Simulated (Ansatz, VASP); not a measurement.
## Two plane-wave programs on SiC

```
Si C
1.0
     2.39842   -1.39179    0.00000
     2.39842    1.39179    0.00000
    -0.29287    0.00000    4.19553
Si C
1 1
Direct
  0.83382 0.83382 0.50009
  0.16618 0.16618 0.49990
```

Alike in both runs: task single point; functional PBE; k mesh 8 × 8 × 4; occupations gaussian, width 0.1 eV; no spin polarisation.

```csv
,VASP,Ansatz
version,VASP 6.6.1,Ansatz 0.2.0
potentials or method,"VASP PAW PBE potentials, release 64 (Si, C), cutoff 520 eV","scalar-relativistic, plane waves, PAW"
valence electrons in the cell,8,8
```

|  | VASP | Ansatz | Ansatz less VASP |
| --- | --- | --- | --- |
| gap on the k mesh at the Fermi level (eV) | 2.37 | 2.37 | +0.007 |
| least direct gap on the mesh (eV) | 3.15 | 3.15 | +0.004 |
| rms of the force components (eV/Å) | 0.334 | 0.335 | +0.0012 |

Atom by atom the forces differ by 0.001 eV/Å (rms over components).
